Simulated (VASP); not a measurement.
Here is a VASP 6.6.1 calculation.

Contents of INCAR:

```
SYSTEM = SrO
  PREC = Accurate
  ENCUT = 520
  EDIFF = 1E-7
  ISMEAR = 0
  SIGMA = 0.01
  LREAL = .FALSE.
  LASPH = .TRUE.
  NELM = 60
  ALGO = Normal
  ISIF = 2
  LWAVE = .FALSE.
  LCHARG = .FALSE.
  GGA = PE
  NBANDS = 15
```

File KPOINTS:

```
regular mesh
0
G
  8 8 8
  0 0 0
```

The input POSCAR:

```
SrO
1.0
    0.0000000000      2.7922805169      2.7922805169
    2.7922805169      0.0000000000      2.7922805169
    2.7922805169      2.7922805169      0.0000000000
Sr O
1 1
Direct
    0.0000000000      0.0000000000      0.0000000000
    0.2500000000      0.2500000000      0.2500000000
```

Potentials or basis: VASP PAW PBE potentials, release 64 (Sr_sv, O).

Run with:

```bash
$ cat potpaw_PBE.64/Sr_sv/POTCAR potpaw_PBE.64/O/POTCAR > POTCAR
$ mpirun -np 1 vasp_std > vasp.out
```

Problem. Predict the band gap on the k mesh.

Solution. 2.52 eV, indirect (least direct gap 3.37 eV).

Problem. What does it give for the pressure?

Solution. 1.4 GPa.

A k mesh can miss the band edges. A hybrid or GW would open this gap; PBE tends to underestimate it.
